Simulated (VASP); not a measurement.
# Li: single point with PBE

The system is Li.

```
Li
1.0
     5.92908    0.09906   -0.07220
     0.09906    6.09278   -0.22451
    -0.07220   -0.22451    6.50418
Li
16
Direct
  0.99141 0.05710 0.97563
  0.60744 0.98498 0.07423
  0.84563 0.41698 0.06010
  0.03123 0.97036 0.63619
  0.31399 0.14347 0.31995
  0.50848 0.51559 0.19213
  0.47018 0.94406 0.66085
  0.73892 0.17166 0.36868
  0.02291 0.45724 0.52937
  0.11464 0.69437 0.26990
  0.21733 0.34795 0.85645
  0.32937 0.57283 0.58458
  0.72498 0.79396 0.40989
  0.61228 0.28470 0.75167
  0.31200 0.79309 0.98280
  0.73424 0.68237 0.81090
```

```yaml
Program: VASP 6.6.1
Task: single point
Functional: PBE
Potentials_or_basis: VASP PAW PBE potentials, release 64 (Li_sv)
Cutoff: 520 eV
k_mesh: 2 × 2 × 2
Occupations: fermi-dirac, width 0.1 eV
Spin: no spin polarisation
Dipole_correction: no
Further_INCAR_settings: LREAL = Auto; ALGO = Normal; EDIFF = 1e-06; NBANDS = 38
```

```yaml
Largest_force: 1.675 eV/Å
Band_gap_on_the_k_mesh: zero (band 24 reaches 1.79 eV, above the bottom of band 25 at 1.22 eV)
```

Forces on the atoms (eV/Å):
```
Li  -0.052 -0.359  0.489
Li   0.158  0.149 -0.401
Li   0.568  0.357  0.246
Li   0.097  0.093 -0.354
Li  -0.740  0.109  0.091
Li  -0.402 -0.285  0.238
Li  -0.506  0.358 -0.198
Li   0.528  0.751  0.457
Li  -1.473 -0.795  0.050
Li  -0.274  0.578 -0.354
Li   0.331  0.011  0.636
Li   1.338  0.355  0.049
Li  -0.111 -0.716 -0.281
Li   0.292 -0.030 -0.092
Li  -0.473 -0.504 -0.540
Li   0.719 -0.070 -0.038
```

Levels at points of the mesh, in eV from the Fermi level:
```tsv
k point	band 22	band 23	band 24	band 25	band 26	band 27
(0.00, 0.00, 0.00)	-0.89	-0.74	0.14	0.57	0.92	0.96
(0.50, 0.00, 0.00)	-0.51	-0.40	-0.36	-0.25	-0.07	1.08
(0.00, 0.50, 0.00)	-0.47	-0.42	-0.25	-0.07	0.00	1.39
(0.50, 0.50, 0.00)	-0.40	-0.29	-0.12	0.17	0.47	0.63
(0.00, 0.00, 0.50)	-0.40	-0.34	-0.29	-0.06	-0.04	1.09
(0.50, 0.00, 0.50)	-0.37	-0.02	0.10	0.33	0.77	0.92
(0.00, 0.50, 0.50)	-0.10	-0.06	0.32	0.43	0.79	0.90
(0.50, 0.50, 0.50)	-1.69	-1.58	-1.52	1.76	2.05	2.39
```

Run time: 55 s on 1 thread of AMD EPYC 9R45 96-Core Processor (Zen 5) (shared host), peak memory 0.29 GiB.

Caveat: the k points lie up to 0.53 Å⁻¹ apart; forces of over 1 eV/Å act on the atoms, so gaps and moduli don't describe the material at rest.
